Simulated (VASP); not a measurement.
Input of a VASP 6.6.1 run:

File INCAR:

```
SYSTEM = ZrSc3F2
PREC = Accurate
ENCUT = 520
EDIFF = 1E-7
ISMEAR = 0
SIGMA = 0.1
LREAL = .False.
LASPH = .True.
NELM = 80
ALGO = Normal
ISIF = 2
LWAVE = .False.
LCHARG = .True.
GGA = PE
LELF = .True.
LVHAR = .True.
NBANDS = 38
```

File KPOINTS:

```
Automatic mesh
0
Gamma
  6 6 4
  0 0 0
```

Contents of POSCAR:

```
ZrSc3F2
1.0
    3.3628904400      0.0000000000      0.0000000000
    0.0000000000      3.3628904400      0.0000000000
    0.0000000000      0.0000000000      7.3190547700
Zr Sc F
1 3 2
Direct
    0.5000000000      0.5000000000      0.6236239100
    0.5000000000      0.0000000000      0.9983087800
    0.0000000000      0.5000000000      0.9983087800
    0.0000000000      0.0000000000      0.3792572600
    0.5000000000      0.5000000000      0.2665635600
    0.0000000000      0.0000000000      0.7339377400
```

Potentials or basis: VASP PAW PBE potentials, release 64 (Zr_sv, Sc_sv, F).

The run is started by

```bash
$ cat potpaw_PBE.64/Zr_sv/POTCAR potpaw_PBE.64/Sc_sv/POTCAR potpaw_PBE.64/F/POTCAR > POTCAR
$ mpirun -np 1 vasp_std > vasp.out
```

(1) Estimate the largest force.

(2) Predict the band gap on the k mesh.

## Answers

(1) 0.924 eV/Å.

(2) zero (an odd number of electrons rules out a gap without spin polarisation).

Caveat: an odd number of electrons without spin polarisation forces a metal; a magnetic or distorted state may lie lower.
